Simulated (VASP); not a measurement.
# SrMg in VASP: notebook, part 3 of 3

VASP 6.6.1. Earlier steps stand in the parts before.

## Step 4: Electric field gradients, LDA (equal xy, yz and zx shear strains of -1 %)

INCAR

```
SYSTEM = SrMg
ALGO = Normal
EDIFF = 1E-8
ENCUT = 520
ISIF = 2
ISMEAR = -1
LASPH = .TRUE.
LCHARG = .FALSE.
LEFG = .TRUE.
LREAL = .FALSE.
LWAVE = .FALSE.
NBANDS = 13
NELM = 60
PREC = Accurate
SIGMA = 0.05
```

KPOINTS

```
k-points
0
G
  9 9 9
  0 0 0
```

POSCAR

```
SrMg
1.0
    3.9000000000     -0.0195000000     -0.0195000000
   -0.0195000000      3.9000000000     -0.0195000000
   -0.0195000000     -0.0195000000      3.9000000000
Sr Mg
1 1
Direct
    0.5000000000      0.5000000000      0.5000000000
    0.0000000000      0.0000000000      0.0000000000
```

Potentials or basis: VASP PAW LDA potentials, release 64 (Sr_sv, Mg).

Launch:

```sh
cat potpaw_LDA.64/Sr_sv/POTCAR potpaw_LDA.64/Mg/POTCAR > POTCAR
mpirun -np 1 vasp_std > vasp.out
```

OUTCAR:

```text
SYSTEM = SrMg
   EDIFF = 1E-8
   ENCUT = 520
   ISIF = 2
   ISMEAR = -1
   LASPH = .TRUE.
   LREAL = .FALSE.
   NELM = 60
   PREC = Accurate

 ion  position               nearest neighbor table
   1  0.500  0.500  0.500-   2 3.34   2 3.34   2 3.39   2 3.39   2 3.39   2 3.39   2 3.39   2 3.39

   2  0.000  0.000  0.000-   1 3.34   1 3.34   1 3.39   1 3.39   1 3.39   1 3.39   1 3.39   1 3.39

  LATTYP: Found a trigonal (rhomboedric) cell.
 ALAT       =     3.9000974988
 COS(alpha) =    -0.0099745013

  Lattice vectors:

 A1 = (   3.9000000000,  -0.0195000000,  -0.0195000000)
 A2 = (  -0.0195000000,   3.9000000000,  -0.0195000000)
 A3 = (  -0.0195000000,  -0.0195000000,   3.9000000000)

Analysis of symmetry for initial positions (statically):
=====================================================================
 Subroutine PRICEL returns:
 Original cell was already a primitive cell.

 Routine SETGRP: Setting up the symmetry group for a
 trigonal (rhombohedral) supercell.

 Subroutine GETGRP returns: Found 12 space group operations
 (whereof 12 operations were pure point group operations)
 out of a pool of 12 trial point group operations.

The static configuration has the point symmetry D_3d.

Analysis of symmetry for dynamics (positions and initial velocities):
=====================================================================
 Subroutine PRICEL returns:
 Original cell was already a primitive cell.

 Routine SETGRP: Setting up the symmetry group for a
 trigonal (rhombohedral) supercell.

 Subroutine GETGRP returns: Found 12 space group operations
 (whereof 12 operations were pure point group operations)
 out of a pool of 12 trial point group operations.

The dynamic configuration has the point symmetry D_3d.

 Subroutine INISYM returns: Found 12 space group operations
 (whereof 12 operations are pure point group operations),
[... 522 lines left out ...]
      2     -15.0910      2.00000
      3     -15.0887      2.00000
      4     -14.7859      2.00000
      5       0.1682      2.00000
      6       2.3156      1.99524
      7       2.8114      0.04049
      8       3.5881      0.00000
      9       5.8161      0.00000
     10       5.8933      0.00000
     11       9.1680      0.00000
     12       9.2948      0.00000
     13       9.5072      0.00000

 [... further k-points ...]
[... 5 lines left out ...]
  --------------------------------------------------------------------------------------
  -------------------------------------------------------------------------------------
  Total        1.2192256      1.2192256      1.2192256      0.1175132      0.1175132      0.1175132
  in kB       32.9331679     32.9331679     32.9331679      3.1742134      3.1742134      3.1742134
  external PRESSURE =      32.9331679 kB  Pullay stress =       0.0000000 kB

 VOLUME and BASIS-vectors are now :
 -----------------------------------------------------------------------------
  energy-cutoff  :      520.00
  volume of cell :       59.31
      direct lattice vectors                 reciprocal lattice vectors
     3.900000000 -0.019500000 -0.019500000     0.256423142  0.001288559  0.001288559
    -0.019500000  3.900000000 -0.019500000     0.001288559  0.256423142  0.001288559
    -0.019500000 -0.019500000  3.900000000     0.001288559  0.001288559  0.256423142

 POSITION                                       TOTAL-FORCE (eV/Angst)
 -----------------------------------------------------------------------------------
      1.93050      1.93050      1.93050         0.000000     -0.000000      0.000000
      0.00000      0.00000      0.00000        -0.000000      0.000000      0.000000
 -----------------------------------------------------------------------------------
    total drift:                                0.000000      0.000000      0.000000

  FREE ENERGIE OF THE ION-ELECTRON SYSTEM (eV)
  ---------------------------------------------------
  free  energy   TOTEN  =        -3.8469769888 eV

  energy  without entropy=       -3.8353352564  energy(sigma->0) =       -3.84115612

 Electric field gradients (V/A^2)
---------------------------------------------------------------------
 ion       V_xx      V_yy      V_zz      V_xy      V_xz      V_yz
---------------------------------------------------------------------
   1       0.000     0.000    -0.000     0.393     0.393     0.393
   2      -0.000    -0.000     0.000     0.312     0.312     0.312
---------------------------------------------------------------------

 Electric field gradients after diagonalization (V/A^2)
 (convention: |V_zz| > |V_xx| > |V_yy|)
----------------------------------------------------------------------
 ion       V_xx      V_yy      V_zz     asymmetry (V_yy - V_xx)/ V_zz
----------------------------------------------------------------------
   1      -0.393    -0.393     0.785       0.000
   2      -0.312    -0.312     0.625       0.000
----------------------------------------------------------------------

           NMR quadrupolar parameters

 Cq : quadrupolar parameter    Cq=e*Q*V_zz/h
 eta: asymmetry parameters     (V_yy - V_xx)/ V_zz
 Q  : nuclear electric quadrupole moment in mb (millibarn)
----------------------------------------------------------------------
 ion       Cq(MHz)       eta       Q (mb)
----------------------------------------------------------------------
   1       0.002       0.000       1.000
   2       0.002       0.000       1.000
----------------------------------------------------------------------
```

OSZICAR:

```text
N       E                     dE             d eps       ncg     rms          rms(c)
DAV:   1     0.448306402129E+02    0.44831E+02   -0.55709E+03  2234   0.771E+02
DAV:   2    -0.110469300097E+01   -0.45935E+02   -0.44624E+02  2856   0.167E+02
DAV:   3    -0.378933152921E+01   -0.26846E+01   -0.26673E+01  3691   0.305E+01
DAV:   4    -0.388005583993E+01   -0.90724E-01   -0.90686E-01  2775   0.411E+00
DAV:   5    -0.388199976601E+01   -0.19439E-02   -0.19439E-02  3227   0.498E-01    0.181E+01
DAV:   6    -0.385881344555E+01    0.23186E-01   -0.16204E-02  2598   0.106E+00    0.102E+01
DAV:   7    -0.384729581655E+01    0.11518E-01   -0.23547E-02  2688   0.128E+00    0.395E-01
DAV:   8    -0.384695624628E+01    0.33957E-03   -0.21412E-03  3551   0.262E-01    0.776E-02
DAV:   9    -0.384697207767E+01   -0.15831E-04   -0.24529E-05  2818   0.354E-02    0.397E-02
DAV:  10    -0.384697692694E+01   -0.48493E-05   -0.95384E-06  3491   0.238E-02    0.343E-02
DAV:  11    -0.384697693513E+01   -0.81889E-08   -0.65851E-07  2700   0.564E-03    0.800E-04
DAV:  12    -0.384697698317E+01   -0.48045E-07   -0.16038E-07  3482   0.134E-03    0.684E-04
DAV:  13    -0.384697698877E+01   -0.56001E-08   -0.71343E-09  2134   0.531E-04
   1 F= -.38469770E+01 E0= -.38411561E+01  d E =-.116417E-01
```

Wall time 65 s (1 thread of Intel Xeon Platinum 8375C at 2.90GHz (Ice Lake), shared host); peak memory 0.2 GiB.

What came out:

| Property | Result |
| --- | --- |
| Free energy | -3.8470 eV |
| Pressure | 3.3 GPa |
| Band gap on the k mesh | zero (band 6 reaches 3.23 eV, above the bottom of band 7 at 1.84 eV) |

Stress tensor (GPa, compression positive):
```
3.29 0.32 0.32
0.32 3.29 0.32
0.32 0.32 3.29
```

Levels at points of the mesh, in eV from the Fermi level:
| k point | band 2 | band 3 | band 4 | band 5 | band 6 | band 7 | band 8 | band 9 | band 10 | band 11 |
| --- | --- | --- | --- | --- | --- | --- | --- | --- | --- | --- |
| (0.00, 0.00, 0.00) | -17.46 | -17.45 | -17.45 | -5.26 | 0.60 | 0.60 | 4.45 | 4.45 | 4.45 | 5.00 |

Electric field gradients, principal values (V/Å²):
| atom | least | middle | greatest (by size) |
| --- | --- | --- | --- |
| 1 Sr | -0.393 | -0.393 | 0.785 |
| 2 Mg | -0.312 | -0.312 | 0.625 |

Caveat: the cell differs from its parent crystal (equal xy, yz and zx shear strains of -1 %); without QUAD_EFG the Cq values of the log hold for a quadrupole moment of 1 mb, not for the nuclei.

## Step 5: Electric field gradients, LDA (equal xy, yz and zx shear strains of +1 %)

INCAR

```
ALGO = Normal
EDIFF = 1E-8
ENCUT = 520
GGA = CA
ISIF = 2
ISMEAR = -1
LASPH = True
LCHARG = False
LEFG = True
LREAL = False
LWAVE = False
NBANDS = 13
NELM = 80
PREC = Accurate
SIGMA = 0.05
```

KPOINTS

```
k-points
0
Gamma
  9 9 9
```

POSCAR

```
SrMg
1.0
    3.9000000000      0.0195000000      0.0195000000
    0.0195000000      3.9000000000      0.0195000000
    0.0195000000      0.0195000000      3.9000000000
Sr Mg
1 1
Direct
    0.5000000000      0.5000000000      0.5000000000
    0.0000000000      0.0000000000      0.0000000000
```

Potentials or basis: VASP PAW LDA potentials, release 64 (Sr_sv, Mg).

Launch:

```sh
cat potpaw_LDA.64/Sr_sv/POTCAR potpaw_LDA.64/Mg/POTCAR > POTCAR
mpirun -np 1 vasp_std > vasp.out
```

OUTCAR:

```text
EDIFF = 1E-8
   ENCUT = 520
   GGA = CA
   ISIF = 2
   ISMEAR = -1
   LASPH = True
   LREAL = False
   NELM = 80
   PREC = Accurate

 ion  position               nearest neighbor table
   1  0.500  0.500  0.500-   2 3.37   2 3.37   2 3.37   2 3.37   2 3.37   2 3.37   2 3.41   2 3.41

   2  0.000  0.000  0.000-   1 3.37   1 3.37   1 3.37   1 3.37   1 3.37   1 3.37   1 3.41   1 3.41

  LATTYP: Found a trigonal (rhomboedric) cell.
 ALAT       =     3.9000974988
 COS(alpha) =     0.0100244988

  Lattice vectors:

 A1 = (   3.9000000000,   0.0195000000,   0.0195000000)
 A2 = (   0.0195000000,   3.9000000000,   0.0195000000)
 A3 = (   0.0195000000,   0.0195000000,   3.9000000000)

Analysis of symmetry for initial positions (statically):
=====================================================================
 Subroutine PRICEL returns:
 Original cell was already a primitive cell.

 Routine SETGRP: Setting up the symmetry group for a
 trigonal (rhombohedral) supercell.

 Subroutine GETGRP returns: Found 12 space group operations
[... 574 lines left out ...]
     0.019500000  3.900000000  0.019500000    -0.001275736  0.256423014 -0.001275736
     0.019500000  0.019500000  3.900000000    -0.001275736 -0.001275736  0.256423014

 POSITION                                       TOTAL-FORCE (eV/Angst)
 -----------------------------------------------------------------------------------
      1.96950      1.96950      1.96950        -0.000000     -0.000000     -0.000000
      0.00000      0.00000      0.00000         0.000000      0.000000      0.000000
 -----------------------------------------------------------------------------------
    total drift:                                0.000000      0.000000      0.000000

  FREE ENERGIE OF THE ION-ELECTRON SYSTEM (eV)
  ---------------------------------------------------
  free  energy   TOTEN  =        -3.8470343820 eV

  energy  without entropy=       -3.8353842816  energy(sigma->0) =       -3.84120933

 Electric field gradients (V/A^2)
---------------------------------------------------------------------
 ion       V_xx      V_yy      V_zz      V_xy      V_xz      V_yz
---------------------------------------------------------------------
   1      -0.000     0.000    -0.000    -0.223    -0.223    -0.223
   2       0.000     0.000     0.000    -0.289    -0.289    -0.289
---------------------------------------------------------------------

 Electric field gradients after diagonalization (V/A^2)
 (convention: |V_zz| > |V_xx| > |V_yy|)
----------------------------------------------------------------------
 ion       V_xx      V_yy      V_zz     asymmetry (V_yy - V_xx)/ V_zz
----------------------------------------------------------------------
   1       0.223     0.223    -0.447       0.000
   2       0.289     0.289    -0.579       0.000
----------------------------------------------------------------------

           NMR quadrupolar parameters

 Cq : quadrupolar parameter    Cq=e*Q*V_zz/h
 eta: asymmetry parameters     (V_yy - V_xx)/ V_zz
 Q  : nuclear electric quadrupole moment in mb (millibarn)
----------------------------------------------------------------------
 ion       Cq(MHz)       eta       Q (mb)
----------------------------------------------------------------------
   1      -0.001       0.000       1.000
   2      -0.001       0.000       1.000
----------------------------------------------------------------------
```

stdout:

```text
POSCAR found type information on POSCAR SrMg
 POSCAR found :  2 types and       2 ions
 scaLAPACK will be used
 LDA part: xc-table for (Slater(with rela. corr.)+CA(PZ))
 , standard interpolation
 POSCAR, INCAR and KPOINTS ok, starting setup
 FFT: planning ... GRIDC
 FFT: planning ... GRID_SOFT
 FFT: planning ... GRID
 WAVECAR not read
 entering main loop
ion   1

ion   2
```

Run time: 63 s. Hardware: 1 thread of Intel Xeon Platinum 8375C at 2.90GHz (Ice Lake), shared host; peak memory 0.2 GiB.

What came out:

* Free energy: -3.8470 eV
* Pressure: 3.3 GPa
* Band gap on the k mesh: zero (band 6 reaches 3.25 eV, above the bottom of band 7 at 1.88 eV)

Electric field gradients, principal values (V/Å²):
```tsv
atom	least	middle	greatest (by size)
1 Sr	0.223	0.223	-0.447
2 Mg	0.289	0.289	-0.579
```

Caveat: the cell differs from its parent crystal (equal xy, yz and zx shear strains of +1 %); without QUAD_EFG the Cq values of the log hold for a quadrupole moment of 1 mb, not for the nuclei.

## Step 6: Overview

```tsv
cell	gap on the mesh (eV)	pressure (GPa)
a = 3.976 Å, 2 atoms	none	1.4
a = 3.900 Å, angles 91.1°, 2 atoms	none	3.3
a = 3.900 Å, angles 90.6°, 2 atoms	none	3.3
a = 3.900 Å, angles 89.4°, 2 atoms	none	3.3
```

Alike in all rows: task electric field gradients; level LDA; potentials or basis VASP PAW LDA potentials, release 64 (Sr_sv, Mg); no spin polarisation; k mesh 9 × 9 × 9; cutoff (eV) 520; smearing fermi-dirac 0.05 eV.

Absolute energies hang on the potentials; compare differences alone.
